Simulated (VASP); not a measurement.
# Mg3Sn2N2 (P-3m1) in VASP: notebook, part 2 of 2

VASP 6.6.1.

## 3. Single point, PBE

This run uses another cell than the first one, of 17.44 Å³/atom.

Contents of INCAR:

```
SYSTEM = Mg3Sn2N2
ALGO     = Normal         ! electronic algorithm
EDIFF    = 1E-6           ! SCF threshold, eV
ENCUT    = 520            ! plane-wave cutoff, eV
GGA      = PE             ! functional
ISIF     = 2              ! what is computed and relaxed
ISMEAR   = 0              ! smearing method
LASPH    = .True.         ! aspherical terms in the spheres
LCHARG   = .True.         ! write CHGCAR
LELF     = .True.         ! ELF
LREAL    = .False.        ! projectors in reciprocal space
LVHAR    = .True.       
LWAVE    = .False.        ! write WAVECAR
NBANDS   = 31             ! bands
NELM     = 60             ! most SCF steps
PREC     = Accurate       ! precision mode
SIGMA    = 0.1            ! smearing width, eV
```

Contents of KPOINTS:

```
k-points
0
Gamma
  12 12 4
  0 0 0
```

Contents of POSCAR:

```
Mg3Sn2N2
1.0
    3.2688124806      0.0000000000      0.0000000000
   -1.6344062403      2.8308746484      0.0000000000
    0.0000000000      0.0000000000     13.1960707610
Mg Sn N
3 2 2
Direct
    0.0000000000      0.0000000000      0.0000000000
    0.6666666667      0.3333333333      0.1638529413
    0.3333333333      0.6666666667      0.8361470587
    0.0000000000      0.0000000000      0.3868819299
    0.0000000000      0.0000000000      0.6131180701
    0.6666666667      0.3333333333      0.8978116429
    0.3333333333      0.6666666667      0.1021883571
```

Potentials or basis: VASP PAW PBE potentials, release 64 (Mg, Sn_d, N).

Launch:

```
cat potpaw_PBE.64/Mg/POTCAR potpaw_PBE.64/Sn_d/POTCAR potpaw_PBE.64/N/POTCAR > POTCAR
mpirun -np 1 vasp_std > vasp.out
```

Wall time 2.4 min (1 thread of Intel Xeon 6975P-C (Granite Rapids), shared host); peak memory 0.38 GiB.

It converged, with:

```
Free energy            : -31.4060 eV
Pressure               : -0.2 GPa
Largest force          : 0.017 eV/Å
Band gap on the k mesh : zero (bands 22 and 23 overlap by 1.93 eV)
```

Forces on the atoms (eV/Å):
```
Mg   0.000  0.000  0.000
Mg   0.000  0.000 -0.017
Mg   0.000  0.000  0.017
Sn   0.000  0.000 -0.010
Sn   0.000  0.000  0.010
N    0.000  0.000  0.006
N    0.000  0.000 -0.006
```

Stress tensor (GPa, compression positive):
```
-0.16  0.00  0.00
 0.00 -0.16  0.00
 0.00  0.00 -0.24
```

Levels at points of the mesh, in eV from the Fermi level:
```csv
k point,band 18,band 19,band 20,band 21,band 22,band 23,band 24,band 25,band 26,band 27
"(0.00, 0.00, 0.00)",-0.03,-0.03,0.24,0.24,0.93,2.86,5.51,6.64,7.21,7.21
"(0.50, 0.00, 0.00)",-2.89,-1.35,-1.06,-0.80,-0.39,0.00,2.78,3.13,3.63,4.37
"(0.00, 0.00, 0.50)",-0.26,-0.03,-0.03,0.24,0.24,4.01,4.54,6.62,7.21,7.21
"(0.50, 0.00, 0.50)",-2.96,-1.26,-0.80,-0.78,-0.39,-0.36,2.62,3.46,3.63,4.57
```

Caveat: spin-orbit coupling is left out, which moves the levels of the heavy elements.

## 4. Single point, PBE

This run uses another cell than the first one, of 17.44 Å³/atom.

Contents of INCAR:

```
PREC = Accurate
ENCUT = 520
EDIFF = 1E-7
ISMEAR = 0
SIGMA = 0.1
LREAL = F
LASPH = T
NELM = 80
ALGO = Normal
ISIF = 2
LWAVE = F
LCHARG = F
GGA = PE
NBANDS = 31
```

Contents of KPOINTS:

```
Automatic mesh
0
Gamma
  12 12 4
```

POSCAR is that of step 3.

Launch:

```
cat potpaw_PBE.64/Mg/POTCAR potpaw_PBE.64/Sn_d/POTCAR potpaw_PBE.64/N/POTCAR > POTCAR
mpirun -np 1 vasp_std > vasp.out
```

It took 2.6 min on 1 thread of Intel Xeon 6975P-C (Granite Rapids), shared host; peak memory 0.38 GiB.

Results (log left out):

* Free energy: -31.4060 eV
* Pressure: -0.2 GPa
* Largest force: 0.019 eV/Å
* Band gap on the k mesh: zero (bands 22 and 23 overlap by 1.93 eV)

Forces in eV/Å, atoms in the order of the input:
```
Mg   0.000  0.000  0.000
Mg   0.000  0.000 -0.019
Mg   0.000  0.000  0.019
Sn   0.000  0.000 -0.010
Sn   0.000  0.000  0.010
N    0.000  0.000  0.006
N    0.000  0.000 -0.006
```

Stress tensor (GPa, compression positive):
```
-0.18  0.00  0.00
 0.00 -0.18  0.00
 0.00  0.00 -0.26
```

Levels at points of the mesh, in eV from the Fermi level:
| k point | band 18 | band 19 | band 20 | band 21 | band 22 | band 23 | band 24 | band 25 | band 26 | band 27 |
| --- | --- | --- | --- | --- | --- | --- | --- | --- | --- | --- |
| (0.00, 0.00, 0.00) | -0.03 | -0.03 | 0.24 | 0.24 | 0.93 | 2.86 | 5.51 | 6.64 | 7.21 | 7.21 |
| (0.50, 0.00, 0.00) | -2.89 | -1.35 | -1.06 | -0.80 | -0.39 | 0.00 | 2.78 | 3.13 | 3.63 | 4.37 |
| (0.00, 0.00, 0.50) | -0.26 | -0.03 | -0.03 | 0.24 | 0.24 | 4.01 | 4.54 | 6.62 | 7.21 | 7.21 |
| (0.50, 0.00, 0.50) | -2.96 | -1.26 | -0.80 | -0.78 | -0.39 | -0.36 | 2.62 | 3.46 | 3.64 | 4.57 |

Caveat: spin-orbit coupling is left out, which moves the levels of the heavy elements.

## 5. Single point, PBE

This run uses another cell than the first one, of 18.12 Å³/atom.

Contents of INCAR:

```
SYSTEM = Mg3Sn2N2
ALGO = Normal
EDIFF = 1E-6
ENCUT = 520
GGA = PE
ISIF = 2
ISMEAR = 0
LASPH = .True.
LCHARG = .False.
LREAL = .False.
LWAVE = .False.
NBANDS = 31
NELM = 80
PREC = Accurate
SIGMA = 0.1
```

Contents of KPOINTS:

```
k-points
0
Gamma
  12 12 4
  0 0 0
```

Contents of POSCAR:

```
Mg3Sn2N2
1.0
    3.5787653392      0.0000000000      0.0000000000
   -1.7893826696      3.0993016980      0.0000000000
    0.0000000000      0.0000000000     11.4383245125
Mg Sn N
3 2 2
Direct
    0.3333333333      0.6666666667      0.5846782393
    0.6666666667      0.3333333333      0.4153217607
    0.0000000000      0.0000000000      0.0000000000
    0.6666666667      0.3333333333      0.7964415737
    0.3333333333      0.6666666667      0.2035584263
    0.3333333333      0.6666666667      0.3891198780
    0.6666666667      0.3333333333      0.6108801220
```

Launch:

```
cat potpaw_PBE.64/Mg/POTCAR potpaw_PBE.64/Sn_d/POTCAR potpaw_PBE.64/N/POTCAR > POTCAR
mpirun -np 1 vasp_std > vasp.out
```

Run time: 3.1 min. Hardware: 1 thread of Intel Xeon 6975P-C (Granite Rapids), shared host; peak memory 0.41 GiB.

It converged, with:

```yaml
Free_energy: -30.9971 eV
Pressure: -0.1 GPa
Largest_force: 0.027 eV/Å
Band_gap_on_the_k_mesh: zero (bands 22 and 23 overlap by 3.32 eV)
```

Forces on the atoms (eV/Å):
```
Mg   0.000  0.000 -0.009
Mg   0.000  0.000  0.009
Mg   0.000  0.000  0.000
Sn   0.000  0.000  0.020
Sn   0.000  0.000 -0.020
N    0.000  0.000  0.027
N    0.000  0.000 -0.027
```

Levels at points of the mesh, in eV from the Fermi level:
```csv
k point,band 20,band 21,band 22,band 23,band 24,band 25
"(0.00, 0.00, 0.00)",-1.62,-1.62,1.86,2.73,5.08,5.08
"(0.50, 0.00, 0.00)",-2.55,-2.31,-1.93,1.18,1.45,2.34
"(0.00, 0.00, 0.50)",-1.63,-0.44,0.40,3.73,4.81,5.14
"(0.50, 0.00, 0.50)",-2.20,-2.02,-1.93,1.00,1.17,2.46
```

Caveat: spin-orbit coupling is left out, which moves the levels of the heavy elements.

## 6. Relaxation of cell and atoms, PBE

This run uses another cell than the first one, of 17.41 Å³/atom.

Contents of INCAR:

```
SYSTEM = Mg3Sn2N2
ALGO = Normal
EDIFF = 1E-6
EDIFFG = -0.08
ENCUT = 600
GGA = PE
IBRION = 2
ISIF = 3
ISMEAR = 0
LASPH = .TRUE.
LCHARG = .FALSE.
LREAL = .FALSE.
LWAVE = .FALSE.
NELM = 80
NSW = 36
PREC = Accurate
SIGMA = 0.2
```

Contents of KPOINTS:

```
k-points
0
G
  5 5 2
  0 0 0
```

Contents of POSCAR:

```
Mg3Sn2N2
1.0
    3.4000000000      0.0000000000      0.0000000000
   -1.7000000000      2.9444863700      0.0000000000
    0.0000000000      0.0000000000     12.1700000000
Mg Sn N
3 2 2
Direct
    0.0000000000      0.0000000000      0.0000000000
    0.6666666700      0.3333333300      0.1930000000
    0.3333333300      0.6666666700      0.8070000000
    0.3333333300      0.6666666700      0.4010000000
    0.6666666700      0.3333333300      0.5990000000
    0.3333333300      0.6666666700      0.0950000000
    0.6666666700      0.3333333300      0.9050000000
```

Potentials or basis: VASP PAW PBE potentials, release 64 (Mg, Sn_d, N).

Launch:

```
cat potpaw_PBE.64/Mg/POTCAR potpaw_PBE.64/Sn_d/POTCAR potpaw_PBE.64/N/POTCAR > POTCAR
mpirun -np 1 vasp_std > vasp.out
```

Wall time 2.5 min (1 thread of Intel Xeon 6975P-C (Granite Rapids), shared host); peak memory 0.29 GiB.

Results (log left out):

- Free energy: -31.4805 eV
- Relaxed volume: 16.81 Å³/atom
- Relaxed cell: a = 3.350 Å, b = 3.350 Å, c = 12.109 Å, α = 90.00°, β = 90.00°, γ = 120.00°
- Space group after relaxing (to 0.1 Å): P-3m1 (No. 164)
- Energy gained by relaxing: 160.5 meV/atom
- Ionic steps: 10
- Pressure after relaxing: 0.1 GPa
- Largest force after relaxing: 0.053 eV/Å
- Band gap on the k mesh: zero (bands 22 and 23 overlap by 2.66 eV)

Forces on the atoms (eV/Å):
```
Mg   0.000  0.000  0.000
Mg   0.000  0.000 -0.053
Mg   0.000  0.000  0.053
Sn   0.000  0.000 -0.017
Sn   0.000  0.000  0.017
N    0.000  0.000  0.025
N    0.000  0.000 -0.025
```

Stress tensor (GPa, compression positive):
```
-0.13  0.00  0.00
 0.00 -0.13  0.00
 0.00  0.00  0.48
```

The path:
```tsv
step	energy change (eV)	largest force (eV/Å)	pressure (GPa)	volume (Å³)
1	0.0000	2.0145	-4.49	121.84
2	-0.7474	1.2061	1.35	113.44
3	-0.8440	0.6036	5.66	109.34
4	-1.0856	0.2370	1.70	115.45
5	-1.0905	0.3696	1.12	116.56
6	-1.1082	0.2162	-0.60	118.46
7	-1.1083	0.2036	-0.48	118.34
8	-1.1160	0.1565	-0.17	117.83
9	-1.1200	0.0817	0.34	117.08
10	-1.1234	0.0530	0.07	117.68
```

Final structure:
```
Mg Sn N
1.0
     3.34987    0.00000    0.00000
    -1.67493    2.90107    0.00000
     0.00000    0.00000   12.10938
Mg Sn N
3 2 2
Direct
  0.00000 0.00000 0.00000
  0.66667 0.33333 0.17056
  0.33333 0.66667 0.82944
  0.33333 0.66667 0.39366
  0.66667 0.33333 0.60634
  0.33333 0.66667 0.10988
  0.66667 0.33333 0.89012
```

Levels at points of the mesh, in eV from the Fermi level:
| k point | band 20 | band 21 | band 22 | band 23 | band 24 | band 25 |
| --- | --- | --- | --- | --- | --- | --- |
| (0.00, 0.00, 0.00) | -0.19 | -0.19 | 1.95 | 3.37 | 5.24 | 6.33 |
| (0.00, 0.00, 0.50) | -0.19 | -0.19 | 0.74 | 4.51 | 4.79 | 6.33 |

Caveat: the k points lie up to 0.43 Å⁻¹ apart in the final cell, too coarse for converged energies and pressures of a metal; spin-orbit coupling is left out, which moves the levels of the heavy elements; the relaxation stopped at a loose force limit of 0.08 eV/Å, so its end isn't a converged minimum.

## 7. Summary

```csv
task,cell,k mesh,cutoff (eV),smearing,gap on the mesh (eV),pressure (GPa),largest force (eV/Å)
single point,"a = 3.321, b = 3.321, c = 12.619 Å, angles 90.0, 90.0, 120.0°, 7 atoms, atomic positions A",12 × 12 × 4,520,gaussian 0.1 eV,none,-0.2,0.02
single point,"a = 3.269, b = 3.269, c = 13.196 Å, angles 90.0, 90.0, 120.0°, 7 atoms, atomic positions B",12 × 12 × 4,520,gaussian 0.1 eV,none,-0.2,0.02
single point,"a = 3.579, b = 3.579, c = 11.438 Å, angles 90.0, 90.0, 120.0°, 7 atoms, atomic positions C",12 × 12 × 4,520,gaussian 0.1 eV,none,-0.1,0.03
relaxation of cell and atoms,"relaxed from a = 3.400, b = 3.400, c = 12.170 Å, angles 90.0, 90.0, 120.0°, 7 atoms, atomic positions D",5 × 5 × 2,600,gaussian 0.2 eV,none,0.1,0.05
```

Alike in all rows: level PBE; potentials or basis VASP PAW PBE potentials, release 64 (Mg, Sn_d, N); no spin polarisation.

Caveats: some runs use coarse meshes; spin-orbit coupling is left out, which moves the levels of the heavy elements; the relaxation stopped at a loose force limit of 0.08 eV/Å, so its end isn't a converged minimum (at least some runs).

Total energies depend on the potentials used, so only differences within one code and one set of settings carry meaning.
